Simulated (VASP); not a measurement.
Crystal: TiO.

```
CELL_PARAMETERS angstrom
2.85161 0.00000 0.00000
-1.42580 2.46956 0.00000
0.00000 0.00000 5.56750
ATOMIC_POSITIONS crystal
Ti 0.33333 0.66667 0.25000
Ti 0.66667 0.33333 0.75000
O 0.00000 0.00000 0.00000
O 0.00000 0.00000 0.50000
```

```yaml
Program: VASP 6.6.1
Task: relaxation of cell and atoms
Functional: r2SCAN
Potentials_or_basis: VASP PAW PBE potentials, release 64 (Ti_sv, O)
Cutoff: 600 eV
k_mesh: 18 × 18 × 8
Occupations: gaussian, width 0.1 eV
Spin: no spin polarisation
```

At the start: pressure -3.9 GPa; volume 9.80 Å³/atom.

Question: Where does the relaxation end?

Answer: Over 10 steps the energy falls by 2.1 meV/atom and the volume is 9.64 Å³/atom (-1.6 %); space group P6_3/mmc (No. 194, to 0.1 Å) before and after.

The path:
```
step  energy change (eV)  largest force (eV/Å)  pressure (GPa)  volume (Å³)
   1              0.0000                0.0000           -3.88        39.21
   2              0.0019                0.0000            4.76        37.87
   3             -0.0082                0.0000            0.13        38.57
   4             -0.0081                0.0000            0.00        38.58
   5             -0.0084                0.0000           -0.08        38.59
   6             -0.0084                0.0000           -0.09        38.59
   7             -0.0084                0.0000           -0.10        38.59
   8             -0.0084                0.0000           -0.09        38.59
   9             -0.0084                0.0000            0.08        38.56
  10             -0.0084                0.0000           -0.01        38.58
```

Final structure:
```yaml
crystal:
  lattice:
    - [2.83126, 0.00000, 0.00000]
    - [-1.41563, 2.45195, 0.00000]
    - [0.00000, 0.00000, 5.55721]
  atoms:
    - { symbol: Ti, position: [0.33333, 0.66667, 0.25000] }
    - { symbol: Ti, position: [0.66667, 0.33333, 0.75000] }
    - { symbol: O, position: [0.00000, 0.00000, 0.00000] }
    - { symbol: O, position: [0.00000, 0.00000, 0.50000] }
```

Caveat: the PAW data sets were made with another functional, which shifts forces and pressure a little.
